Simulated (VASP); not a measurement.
**Rh: single point with LDA**

Rh:

```
Rh
1.0
     2.69357    0.01755   -0.00155
    -1.33159    2.36480    0.02520
    -0.00251    0.04573    4.37863
Rh
2
Direct
  0.66942 0.33695 0.74615
  0.34567 0.68564 0.26188
```

```yaml
Program: VASP 6.6.1
Task: single point
Functional: LDA
Potentials_or_basis: VASP PAW LDA potentials, release 64 (Rh_pv)
Cutoff: 520 eV
k_mesh: 8 × 8 × 5
Occupations: methfessel-paxton, width 0.1 eV
Spin: no spin polarisation
Dipole_correction: no
Further_INCAR_settings: ALGO = Normal; EDIFF = 1e-06; NBANDS = 22
```

* Pressure: -12.6 GPa
* Largest force: 0.673 eV/Å
* Band gap on the k mesh: zero (band 15 reaches 12.10 eV, above the bottom of band 16 at 10.01 eV)

Forces on the atoms (eV/Å):
```
Rh   0.053  0.058  0.668
Rh  -0.053 -0.058 -0.668
```

Stress tensor (GPa, compression positive):
```
-10.62  -1.65   0.33
 -1.65 -14.29  -1.00
  0.33  -1.00 -12.93
```

Levels at points of the mesh, in eV from the Fermi level:
```
           k point  band 13  band 14  band 15  band 16  band 17  band 18
(0.00, 0.00, 0.00)    -2.36    -1.92    -1.75     0.09     0.23     0.78
(0.50, 0.00, 0.00)    -2.07     0.42     0.63     0.73     2.90     5.07
(0.00, 0.50, 0.00)    -2.26     0.36     0.62     0.75     2.99     4.81
(0.50, 0.50, 0.00)    -2.03     0.46     0.61     0.77     3.02     5.19
```

It took 29 s on 1 thread of Intel(R) Xeon(R) 6975P-C (Granite Rapids) (shared host), peak memory 0.18 GiB.
